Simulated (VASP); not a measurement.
**Ge4H: single point with PBE+D3(BJ)**

The system is Ge4H, a slab with vacuum.

```xyz
5
Lattice="4.0304 0.0000 0.0000 0.0000 4.0304 0.0000 0.0000 0.0000 21.6417" Properties=species:S:1:pos:R:3 pbc="T T T"
Ge    0.0000    2.0152    4.0000
Ge    0.0000    0.0000    5.4249
Ge    2.0152    0.0000    6.9179
Ge    2.0152    2.0152    8.3417
H     2.0152    2.0152   10.8417
```

```yaml
Program: VASP 6.6.1
Task: single point
Functional: PBE
Dispersion: D3(BJ)
Potentials_or_basis: VASP PAW PBE potentials, release 64 (Ge_d, H)
Cutoff: 520 eV
k_mesh: 7 × 7 × 1
Occupations: gaussian, width 0.1 eV
Spin: no spin polarisation
Dipole_correction: yes
Further_INCAR_settings: ALGO = Normal; EDIFF = 1e-06; NBANDS = 36
```

```json
{"Largest force": "1.957 eV/Å", "Band gap on the k mesh": "zero (an odd number of electrons rules out a gap without spin polarisation)", "Dispersion energy per atom": "-0.179 eV"}
```

Forces in eV/Å, atoms in the order of the input:
```
Ge   0.000  0.000 -0.263
Ge   0.000  0.000  0.240
Ge   0.000  0.000  0.322
Ge   0.000  0.000  1.658
H    0.000  0.000 -1.957
```

Levels at points of the mesh, in eV from the Fermi level:
```csv
k point,band 24,band 25,band 26,band 27,band 28,band 29,band 30,band 31,band 32,band 33
"(0.00, 0.00, 0.00)",-3.10,-1.88,-1.62,-1.04,-0.44,1.13,1.21,1.79,1.97,2.63
```

It took 10 min on 1 thread of Intel Xeon 8259CL, with other jobs on the host, peak memory 0.46 GiB.

Caveat: an odd number of electrons without spin polarisation forces a metal; a magnetic or distorted state may lie lower.
